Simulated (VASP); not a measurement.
# Pb (Fm-3m) in VASP: single point with PBE

Aim: the single point of Pb with PBE.

All numbers are computed with VASP 6.6.1; they aren't measurements. Logs are shortened: lines on timing, memory, paths and dates and some standing lists are left out, and cuts for length are marked.

### Step 1. The cell of the first run

The structure is cubic, space group Fm-3m (No. 225). The conventional cell has a = 5.039 Å, b = 5.039 Å, c = 5.039 Å, α = 90.00°, β = 90.00°, γ = 90.00°. Within 4.7 Å of Pb (site symmetry m-3m) lie 12 Pb at 3.56 Å.

### Step 2. Single point, PBE

Input file INCAR:

```
SYSTEM = Pb
  PREC = Accurate
  ENCUT = 500
  EDIFF = 1E-6
  ISMEAR = -5
  SIGMA = 0.1
  LREAL = .FALSE.
  LASPH = .TRUE.
  NELM = 120
  ALGO = Normal
  ISIF = 2
  LWAVE = .FALSE.
  LCHARG = .FALSE.
  GGA = PE
  NBANDS = 13
  GGA_COMPAT = .FALSE.
```

Input file KPOINTS:

```
regular mesh
0
G
  15 15 15
  0 0 0
```

Input file POSCAR:

```
Pb
1.0
    3.5631737883      0.0000000000      0.0000000000
   -1.7815868942      3.0857990188      0.0000000000
    1.7815868942      1.0285996729      2.9093192154
Pb
1
Direct
    0.0000000000      0.0000000000      0.0000000000
```

Potentials or basis: VASP PAW PBE potentials, release 64 (Pb_d).

Started as:

```sh
$ cat potpaw_PBE.64/Pb_d/POTCAR > POTCAR
$ mpirun -np 1 vasp_std > vasp.out
```

OUTCAR:

```text
SYSTEM = Pb
   PREC = Accurate
   ENCUT = 500
   EDIFF = 1E-6
   ISMEAR = -5
   LREAL = .FALSE.
   LASPH = .TRUE.
   NELM = 120
   ISIF = 2
   GGA = PE

 ion  position               nearest neighbor table
   1  0.000  0.000  0.000-

  LATTYP: Found a face centered cubic cell.
 ALAT       =     5.0390886965

  Lattice vectors:

 A1 = (  -3.5631737883,   0.0000000000,   0.0000000000)
 A2 = (  -1.7815868941,   1.0285996729,   2.9093192154)
 A3 = (  -1.7815868942,   3.0857990188,   0.0000000000)

Analysis of symmetry for initial positions (statically):
=====================================================================
 Subroutine PRICEL returns:
 Original cell was already a primitive cell.

 Routine SETGRP: Setting up the symmetry group for a
 face centered cubic supercell.

 Subroutine GETGRP returns: Found 48 space group operations
 (whereof 48 operations were pure point group operations)
 out of a pool of 48 trial point group operations.

The static configuration has the point symmetry O_h .

Analysis of symmetry for dynamics (positions and initial velocities):
=====================================================================
 Subroutine PRICEL returns:
 Original cell was already a primitive cell.

 Routine SETGRP: Setting up the symmetry group for a
 face centered cubic supercell.

 Subroutine GETGRP returns: Found 48 space group operations
 (whereof 48 operations were pure point group operations)
 out of a pool of 48 trial point group operations.

The dynamic configuration has the point symmetry O_h .

 Subroutine INISYM returns: Found 48 space group operations
 (whereof 48 operations are pure point group operations),
 and found     1 'primitive' translations

----------------------------------------------------------------------------------------

                                     Primitive cell

  volume of cell :      31.9887

  direct lattice vectors                    reciprocal lattice vectors
     3.563173788  0.000000000  0.000000000     0.280648674  0.162032588 -0.229148683
    -1.781586894  3.085799019  0.000000000     0.000000000  0.324065175 -0.114574342
     1.781586894  1.028599673  2.909319215     0.000000000  0.000000000  0.343723025

  length of vectors
     3.563173788  3.563173788  3.563173788     0.396897161  0.343723025  0.343723025

  position of ions in fractional coordinates (direct lattice)
     0.000000000  0.000000000  0.000000000
[... 85 lines left out ...]
   ISYM   =      2    0-nonsym 1-usesym 2-fastsym
   POTIM  = 0.5000    time-step for ionic-motion
   TEBEG  =    0.0;   TEEND  =   0.0 temperature during run
   PSTRESS=    0.0 pullay stress
   NELECT =      14.0000    total number of electrons
   NUPDOWN=      -1.0000    fix difference up-down
   EMIN   =  10.00;   EMAX   =-10.00  energy-range for DOS
   EFERMI =   0.00;   METHOD = LEGACY
   ISMEAR =    -5;   SIGMA  =   0.10  broadening in eV -4-tet -1-fermi 0-gaus
   EFERMI_NEDOS =   21; number of points for ismear=-14 and -15
   IALGO  =     38    algorithm
   IMIX   =      4    mixing-type and parameters
     AMIX     =   0.40;   BMIX     =  1.00
     AMIX_MAG =   1.60;   BMIX_MAG =  1.00
  volume/ion in A,a.u.               =      31.99       215.87
  Fermi-wavevector in a.u.,A,eV,Ry     =   1.242946  2.348827 21.019833  1.544914
  Thomas-Fermi vector in A             =   2.377278
   LORBIT       =      0    0 simple, 1 ext, 2 COOP (PROOUT), +10 PAW based schemes
   GGA     = PE    functional components
   LHFCALC =     F    Hartree Fock is set to
   AEXX    =    0.0000 exact exchange contribution
   IVDW    =     0    specifies the selected vdW correction
   LEPSILON=     F    determine dielectric tensor
   LRPA    =     F    only Hartree local field effects (RPA)
 non-spin polarized calculation
 Fermi weights with tetrahedron method with Bloechl corrections
  energy-cutoff  :      500.00
  volume of cell :       31.99
 maximum number of plane-waves:       869
 NGX is ok and might be reduce to    28
   NGX = 13   NGY = 13   NGZ = 13

 number of electron      14.0000003 magnetization

 Free energy of the ion-electron system (eV)
  ---------------------------------------------------
  ext. energy  EPLUGINS =         0.00000000
  ---------------------------------------------------
  free energy    TOTEN  =        -3.56543032 eV

  energy without entropy =       -3.56543032  energy(sigma->0) =       -3.56543032

 E-fermi :   6.7439     XC(G=0):  -9.9303

 val. band max:        6.8333722430   @ k =   0.2667   0.1333   0.1333
 cond. band min:       6.7297600569   @ k =   0.2667   0.4667   0.0000
 fundamental gap:     -0.1036121861
 Fermi energy:         6.7438958373

 k-point     1 :       0.0000    0.0000    0.0000
  band No.  band energies     occupation
      1     -10.3387      2.00000
      2     -10.3387      2.00000
      3     -10.3387      2.00000
      4     -10.2203      2.00000
      5     -10.2203      2.00000
      6      -4.7049      2.00000
      7      13.6998      0.00000
      8      13.6998      0.00000
      9      13.6998      0.00000
     10      16.4224      0.00000
     11      17.3616      0.00000
     12      18.7971      0.00000
     13      18.7971      0.00000
[... 354 lines left out ...]
  band No.  band energies     occupation
      1     -10.3408      2.00000
      2     -10.3264      2.00000
      3     -10.3206      2.00000
      4     -10.2265      2.00000
      5     -10.2148      2.00000
      6      -4.4894      2.00000
      7      11.7985      0.00000
      8      12.7187      0.00000
      9      13.7665      0.00000
     10      16.1426      0.00000
     11      18.1031      0.00000
     12      18.9003      0.00000
     13      19.5647      0.00000

 [... further k-points ...]

------------------------ aborting loop because EDIFF is reached ----------------------------------------

  FORCE on cell =-STRESS in cart. coord.  units (eV):
  Direction    XX          YY          ZZ          XY          YZ          ZX
  --------------------------------------------------------------------------------------
  -------------------------------------------------------------------------------------
  Total        0.0058831      0.0058831      0.0058831     -0.0000000     -0.0000000      0.0000000
  in kB        0.2946593      0.2946593      0.2946593     -0.0000000     -0.0000000      0.0000000
  external PRESSURE =       0.2946593 kB  Pullay stress =       0.0000000 kB

 VOLUME and BASIS-vectors are now :
 -----------------------------------------------------------------------------
  energy-cutoff  :      500.00
  volume of cell :       31.99
      direct lattice vectors                 reciprocal lattice vectors
     3.563173788  0.000000000  0.000000000     0.280648674  0.162032588 -0.229148683
    -1.781586894  3.085799019  0.000000000     0.000000000  0.324065175 -0.114574342
     1.781586894  1.028599673  2.909319215     0.000000000  0.000000000  0.343723025

 POSITION                                       TOTAL-FORCE (eV/Angst)
 -----------------------------------------------------------------------------------
      0.00000      0.00000      0.00000        -0.000000      0.000000      0.000000
 -----------------------------------------------------------------------------------
    total drift:                               -0.000000     -0.000000     -0.000000

  FREE ENERGIE OF THE ION-ELECTRON SYSTEM (eV)
  ---------------------------------------------------
  free  energy   TOTEN  =        -3.5654303197 eV

  energy  without entropy=       -3.5654303197  energy(sigma->0) =       -3.56543032
```

stdout:

```text
POSCAR found type information on POSCAR Pb
 POSCAR found :  1 types and       1 ions
 scaLAPACK will be used
 LDA part: xc-table for (Slater+PW92), standard interpolation
 POSCAR, INCAR and KPOINTS ok, starting setup
 FFT: planning ... GRIDC
 FFT: planning ... GRID_SOFT
 FFT: planning ... GRID
 WAVECAR not read
 entering main loop
 -----------------------------------------------------------------------------
|                                                                             |
|           W    W    AA    RRRRR   N    N  II  N    N   GGGG   !!!           |
|           W    W   A  A   R    R  NN   N  II  NN   N  G    G  !!!           |
|           W    W  A    A  R    R  N N  N  II  N N  N  G       !!!           |
|           W WW W  AAAAAA  RRRRR   N  N N  II  N  N N  G  GGG   !            |
|           WW  WW  A    A  R   R   N   NN  II  N   NN  G    G                |
|           W    W  A    A  R    R  N    N  II  N    N   GGGG   !!!           |
|                                                                             |
|     Tetrahedron method does not include variations of the Fermi             |
|     occupations, so forces and stress will be inaccurate. We suggest        |
|     using a different smearing scheme ISMEAR = 1 or 2 for metals in         |
|     relaxations.                                                            |
|                                                                             |
 -----------------------------------------------------------------------------
```

Wall time 58 s (1 thread of Intel Xeon 8259CL, shared host); peak memory 0.19 GiB.

Results:

```
Free energy            : -3.5654 eV
Pressure               : 0.0 GPa
Band gap on the k mesh : zero (bands 7 and 8 overlap by 8.43 eV)
```

Caveat: spin-orbit coupling is left out, which moves the levels of the heavy elements; tetrahedron occupations give inexact forces and stress in metals.
